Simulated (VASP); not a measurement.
# GaN (wurtzite) (P6_3mc) in VASP: single point with r2SCAN

Aim: the single point of GaN (wurtzite) with r2SCAN.

Everything below comes from runs of VASP 6.6.1. Logs are shortened: lines on timing, memory, paths and dates and some standing lists are left out, and cuts for length are marked.

## 1. The cell of the first run

The structure is hexagonal, space group P6_3mc (No. 186). The conventional cell has a = 3.189 Å, b = 3.189 Å, c = 5.185 Å, α = 90.00°, β = 90.00°, γ = 120.00°. Ga (site symmetry 3m) has 4 N at 1.95 Å within 2.6 Å. Within 2.6 Å of N (site symmetry 3m) lie 4 Ga at 1.95 Å.

## 2. Single point, r2SCAN

POSCAR

```
GaN
1.0
    3.1890000000      0.0000000000      0.0000000000
   -1.5945000000      2.7617550127      0.0000000000
    0.0000000000      0.0000000000      5.1850000000
Ga N
2 2
Direct
    0.3333333333      0.6666666667      0.0000000000
    0.6666666667      0.3333333333      0.5000000000
    0.3333333333      0.6666666667      0.3770000000
    0.6666666667      0.3333333333      0.8770000000
```

INCAR.step1

```
PREC = Accurate ; ENCUT = 520
ISMEAR = 0 ; SIGMA = 0.01
LREAL = F ; LASPH = T
NELM = 60 ; NBANDS = 26
GGA = PE ; ALGO = Normal
EDIFF = 1E-4 ; LWAVE = T
LCHARG = F
```

INCAR.step2

```
PREC = Accurate ; ENCUT = 520
EDIFF = 1E-6 ; ISMEAR = 0
SIGMA = 0.01 ; LREAL = F
LASPH = T ; NELM = 60
ALGO = Normal ; ISIF = 2
LWAVE = F ; LCHARG = F
METAGGA = R2SCAN ; LMIXTAU = T
NBANDS = 26 ; ISTART = 1
```

KPOINTS

```
regular mesh
0
Gamma
  9 9 6
```

Potentials or basis: VASP PAW PBE potentials, release 64 (Ga_d, N).

On the command line:

```console
$ cat potpaw_PBE.64/Ga_d/POTCAR potpaw_PBE.64/N/POTCAR > POTCAR
$ cp INCAR.step1 INCAR
$ mpirun -np 1 vasp_std > vasp.out
$ cp INCAR.step2 INCAR
$ mpirun -np 1 vasp_std > vasp.out
```

OUTCAR:

```text
PREC = Accurate
   ENCUT = 520
   EDIFF = 1E-6
   ISMEAR = 0
   LREAL = F
   LASPH = T
   NELM = 60
   ISIF = 2
   METAGGA = R2SCAN
   ISTART = 1

 ion  position               nearest neighbor table
   1  0.333  0.667  0.000-   4 1.95   4 1.95   4 1.95   3 1.95
   2  0.667  0.333  0.500-   3 1.95   3 1.95   3 1.95   4 1.95
   3  0.333  0.667  0.377-   2 1.95   2 1.95   2 1.95   1 1.95
   4  0.667  0.333  0.877-   1 1.95   1 1.95   1 1.95   2 1.95

  LATTYP: Found a hexagonal cell.
 ALAT       =     3.1890000000
 C/A-ratio  =     1.6259015365

  Lattice vectors:

 A1 = (   3.1890000000,   0.0000000000,   0.0000000000)
 A2 = (  -1.5945000000,   2.7617550127,   0.0000000000)
 A3 = (   0.0000000000,   0.0000000000,   5.1850000000)

Analysis of symmetry for initial positions (statically):
=====================================================================
 Subroutine PRICEL returns:
 Original cell was already a primitive cell.

 Routine SETGRP: Setting up the symmetry group for a
 hexagonal supercell.

 Subroutine GETGRP returns: Found 12 space group operations
 (whereof  6 operations were pure point group operations)
 out of a pool of 24 trial point group operations.

The static configuration has the point symmetry C_3v.
 The point group associated with its full space group is C_6v.

Analysis of symmetry for dynamics (positions and initial velocities):
=====================================================================
 Subroutine PRICEL returns:
 Original cell was already a primitive cell.

 Routine SETGRP: Setting up the symmetry group for a
 hexagonal supercell.

 Subroutine GETGRP returns: Found 12 space group operations
 (whereof  6 operations were pure point group operations)
 out of a pool of 24 trial point group operations.

The dynamic configuration has the point symmetry C_3v.
 The point group associated with its full space group is C_6v.

 Subroutine INISYM returns: Found 12 space group operations
 (whereof  6 operations are pure point group operations),
 and found     1 'primitive' translations

----------------------------------------------------------------------------------------

                                     Primitive cell

  volume of cell :      45.6655

  direct lattice vectors                    reciprocal lattice vectors
     3.189000000  0.000000000  0.000000000     0.313577924  0.181044299  0.000000000
    -1.594500000  2.761755013  0.000000000     0.000000000  0.362088598  0.000000000
     0.000000000  0.000000000  5.185000000     0.000000000  0.000000000  0.192864031

  length of vectors
     3.189000000  3.189000000  5.185000000     0.362088598  0.362088598  0.192864031

  position of ions in fractional coordinates (direct lattice)
     0.333333333  0.666666667  0.000000000
     0.666666667  0.333333333  0.500000000
     0.333333333  0.666666667  0.377000000
     0.666666667  0.333333333  0.877000000

  ion indices of the primitive-cell ions
   primitive index   ion index
                 1           1
                 2           2
                 3           3
                 4           4

----------------------------------------------------------------------------------------

 KPOINTS: regular mesh

Automatic generation of k-mesh.
 Grid dimensions read from file:
 generate k-points for:    9    9    6

 Generating k-lattice:

  Cartesian coordinates                     Fractional coordinates (reciprocal lattice)
     0.034841992  0.020116033  0.000000000     0.111111111  0.000000000  0.000000000
     0.000000000  0.040232066  0.000000000     0.000000000  0.111111111  0.000000000
     0.000000000  0.000000000  0.032144005     0.000000000  0.000000000  0.166666667

  Length of vectors
     0.040232066  0.040232066  0.032144005

  Shift w.r.t. Gamma in fractional coordinates (k-lattice)
     0.000000000  0.000000000  0.000000000

 Subroutine IBZKPT returns following result:
 ===========================================

 Found     48 irreducible k-points:

 Following reciprocal coordinates:
            Coordinates               Weight
  0.000000  0.000000  0.000000      1.000000
  0.111111  0.000000  0.000000      6.000000
  0.222222  0.000000  0.000000      6.000000
  0.333333  0.000000  0.000000      6.000000
  0.444444  0.000000  0.000000      6.000000
  0.111111  0.111111  0.000000      6.000000
[... 16 lines left out ...]
  0.333333  0.222222  0.166667     24.000000
  0.333333  0.333333  0.166667      4.000000
 [... further k-points ...]
   k-points           NKPTS =     48   k-points in BZ     NKDIM =     48   number of bands    NBANDS=     26
   number of dos      NEDOS =    301   number of ions     NIONS =      4
   total plane-waves  NPLWV =  23040
   dimension x,y,z NGX =    24 NGY =   24 NGZ =   40
   dimension x,y,z NGXF=    48 NGYF=   48 NGZF=   80
   ions per type =               2   2
   NGX,Y,Z   is equivalent  to a cutoff of  12.51, 12.51, 12.83 a.u.
   NGXF,Y,Z  is equivalent  to a cutoff of  25.02, 25.02, 25.65 a.u.
 SYSTEM =  unknown system
   PREC   = accura    normal or accurate (medium, high low for compatibility)
   ISTART =      1    job   : 0-new  1-cont  2-samecut
   ICHARG =      0    charge: 1-file 2-atom 10-const
   ISPIN  =      1    spin polarized calculation?
   LNONCOLLINEAR =      F non collinear calculations
   LSORBIT =      F    spin-orbit coupling
   LASPH  =      T    aspherical Exc in radial PAW
   ENCUT  =  520.0 eV  38.22 Ry    6.18 a.u.   5.93  5.93  9.64*2*pi/ulx,y,z
   NELM   =     60;   NELMIN=  2; NELMDL=  0     # of ELM steps
   EDIFF  = 0.1E-05   stopping-criterion for ELM
   LREAL  =      F    real-space projection
   EDIFFG = 0.1E-04   stopping-criterion for IOM
   NSW    =      0    number of steps for IOM
   IBRION =     -1    ionic relax: 0-MD 1-quasi-New 2-CG
   NFREE  =      0    steps in history (QN), initial steepest desc. (CG)
   ISIF   =      2    stress and relaxation
   ISYM   =      2    0-nonsym 1-usesym 2-fastsym
   POTIM  = 0.5000    time-step for ionic-motion
   TEBEG  =    0.0;   TEEND  =   0.0 temperature during run
   PSTRESS=    0.0 pullay stress
   NELECT =      36.0000    total number of electrons
   NUPDOWN=      -1.0000    fix difference up-down
   EMIN   =  10.00;   EMAX   =-10.00  energy-range for DOS
   EFERMI =   0.00;   METHOD = LEGACY
   ISMEAR =     0;   SIGMA  =   0.01  broadening in eV -4-tet -1-fermi 0-gaus
   EFERMI_NEDOS =   21; number of points for ismear=-14 and -15
   IALGO  =     38    algorithm
   IMIX   =      4    mixing-type and parameters
     AMIX     =   0.40;   BMIX     =  1.00
     AMIX_MAG =   1.60;   BMIX_MAG =  1.00
  volume/ion in A,a.u.               =      11.42        77.04
  Fermi-wavevector in a.u.,A,eV,Ry     =   1.512329  2.857887 31.118402  2.287138
  Thomas-Fermi vector in A             =   2.622267
   LORBIT       =      0    0 simple, 1 ext, 2 COOP (PROOUT), +10 PAW based schemes
   METAGGA = R2SCAN    functional components
   LHFCALC =     F    Hartree Fock is set to
   AEXX    =    0.0000 exact exchange contribution
   IVDW    =     0    specifies the selected vdW correction
   LEPSILON=     F    determine dielectric tensor
   LRPA    =     F    only Hartree local field effects (RPA)
 non-spin polarized calculation
 Gauss-broadening in eV      SIGMA  =   0.01
  energy-cutoff  :      520.00
  volume of cell :       45.67
 maximum number of plane-waves:      1260
 NGX is ok and might be reduce to    24
   NGX = 11   NGY = 11   NGZ = 19

 number of electron      35.9999985 magnetization

 Free energy of the ion-electron system (eV)
  ---------------------------------------------------
  ext. energy  EPLUGINS =         0.00000000
  ---------------------------------------------------
  free energy    TOTEN  =       -43.82190689 eV

  energy without entropy =      -43.82190689  energy(sigma->0) =      -43.82190689

 E-fermi :   5.1223     XC(G=0): -12.6402

 val. band max:        5.0556085358   @ k =   0.0000   0.0000   0.0000
 cond. band min:       7.3772282618   @ k =   0.0000   0.0000   0.0000
 fundamental gap:      2.3216197260
 Fermi energy:         5.1222582060

 k-point     1 :       0.0000    0.0000    0.0000
  band No.  band energies     occupation
      1     -11.7195      2.00000
      2     -10.7240      2.00000
      3      -8.7669      2.00000
      4      -8.7515      2.00000
      5      -8.7515      2.00000
      6      -8.6835      2.00000
[... 18 lines left out ...]
     25      17.5057      0.00000
     26      17.5058      0.00000

 k-point     2 :       0.1111    0.0000    0.0000
  band No.  band energies     occupation
      1     -11.5992      2.00000
      2     -10.6896      2.00000
      3      -8.7539      2.00000
      4      -8.7336      2.00000
      5      -8.7108      2.00000
      6      -8.6676      2.00000
[... 18 lines left out ...]
     25      17.0602      0.00000
     26      17.7858      0.00000

 k-point     3 :       0.2222    0.0000    0.0000
  band No.  band energies     occupation
      1     -11.2941      2.00000
      2     -10.6148      2.00000
      3      -8.7166      2.00000
      4      -8.6966      2.00000
      5      -8.6313      2.00000
      6      -8.5964      2.00000
[... 18 lines left out ...]
     25      17.2487      0.00000
     26      18.3821      0.00000

 k-point     4 :       0.3333    0.0000    0.0000
  band No.  band energies     occupation
      1     -10.9620      2.00000
      2     -10.5526      2.00000
      3      -8.6922      2.00000
      4      -8.6730      2.00000
      5      -8.5796      2.00000
      6      -8.5277      2.00000
[... 18 lines left out ...]
     25      17.4044      0.00000
     26      19.0645      0.00000

 k-point     5 :       0.4444    0.0000    0.0000
  band No.  band energies     occupation
      1     -10.7654      2.00000
      2     -10.5280      2.00000
      3      -8.6896      2.00000
      4      -8.6677      2.00000
      5      -8.5605      2.00000
      6      -8.5092      2.00000
[... 18 lines left out ...]
     25      18.1796      0.00000
     26      19.2177      0.00000

 k-point     6 :       0.1111    0.1111    0.0000
  band No.  band energies     occupation
      1     -11.3861      2.00000
      2     -10.6356      2.00000
      3      -8.7232      2.00000
      4      -8.7095      2.00000
      5      -8.6430      2.00000
      6      -8.6421      2.00000
[... 427 lines left out ...]
 k-point    21 :       0.4444    0.1111    0.1667
  band No.  band energies     occupation
      1     -10.6877      2.00000
      2     -10.5284      2.00000
      3      -8.6905      2.00000
      4      -8.6579      2.00000
      5      -8.5604      2.00000
      6      -8.5220      2.00000
[... 18 lines left out ...]
     25      17.9751      0.00000
     26      19.4539      0.00000

 k-point    22 :       0.2222    0.2222    0.1667
  band No.  band energies     occupation
      1     -10.7906      2.00000
      2     -10.5423      2.00000
      3      -8.6966      2.00000
      4      -8.6387      2.00000
      5      -8.5695      2.00000
      6      -8.5510      2.00000
[... 18 lines left out ...]
     25      17.0017      0.00000
     26      19.6047      0.00000

 k-point    23 :       0.3333    0.2222    0.1667
  band No.  band energies     occupation
      1     -10.6487      2.00000
      2     -10.5340      2.00000
      3      -8.7093      2.00000
      4      -8.6135      2.00000
      5      -8.5515      2.00000
      6      -8.5173      2.00000
[... 18 lines left out ...]
     25      17.9588      0.00000
     26      19.2852      0.00000

 k-point    24 :       0.3333    0.3333    0.1667
  band No.  band energies     occupation
      1     -10.5675      2.00000
      2     -10.5675      2.00000
      3      -8.7211      2.00000
      4      -8.5632      2.00000
      5      -8.5632      2.00000
      6      -8.5147      2.00000
[... 18 lines left out ...]
     25      18.8981      0.00000
     26      19.0129      0.00000

 [... further k-points ...]
[... 5 lines left out ...]
  --------------------------------------------------------------------------------------
  -------------------------------------------------------------------------------------
  Total        0.0444479      0.0444479      0.1590077      0.0000000      0.0000000      0.0000000
  in kB        1.5594570      1.5594570      5.5787931      0.0000000      0.0000000      0.0000000
  external PRESSURE =       2.8992357 kB  Pullay stress =       0.0000000 kB

 VOLUME and BASIS-vectors are now :
 -----------------------------------------------------------------------------
  energy-cutoff  :      520.00
  volume of cell :       45.67
      direct lattice vectors                 reciprocal lattice vectors
     3.189000000  0.000000000  0.000000000     0.313577924  0.181044299  0.000000000
    -1.594500000  2.761755013  0.000000000     0.000000000  0.362088598  0.000000000
     0.000000000  0.000000000  5.185000000     0.000000000  0.000000000  0.192864031

 POSITION                                       TOTAL-FORCE (eV/Angst)
 -----------------------------------------------------------------------------------
     -0.00000      1.84117      0.00000         0.000000     -0.000000      0.006580
      1.59450      0.92059      2.59250        -0.000000      0.000000      0.006580
     -0.00000      1.84117      1.95475        -0.000000     -0.000000     -0.006580
      1.59450      0.92059      4.54725        -0.000000      0.000000     -0.006580
 -----------------------------------------------------------------------------------
    total drift:                                0.000002      0.000004      0.055061

  FREE ENERGIE OF THE ION-ELECTRON SYSTEM (eV)
  ---------------------------------------------------
  free  energy   TOTEN  =       -43.8219068866 eV

  energy  without entropy=      -43.8219068866  energy(sigma->0) =      -43.82190689
```

It took 69 s on 1 thread of Intel Xeon 6975P-C (Granite Rapids), shared host; peak memory 0.19 GiB.

Results:

```
Free energy            : -43.8219 eV
Pressure               : 0.3 GPa
Largest force          : 0.007 eV/Å
Band gap on the k mesh : 2.32 eV, direct
```

Forces on the atoms (eV/Å):
```
Ga   0.000  0.000  0.007
Ga   0.000  0.000  0.007
N    0.000  0.000 -0.007
N    0.000  0.000 -0.007
```

Caveat: the PAW data sets were made with another functional, which shifts forces and pressure a little. r2SCAN opens gaps a little over a GGA but as a rule still falls short of measured ones.
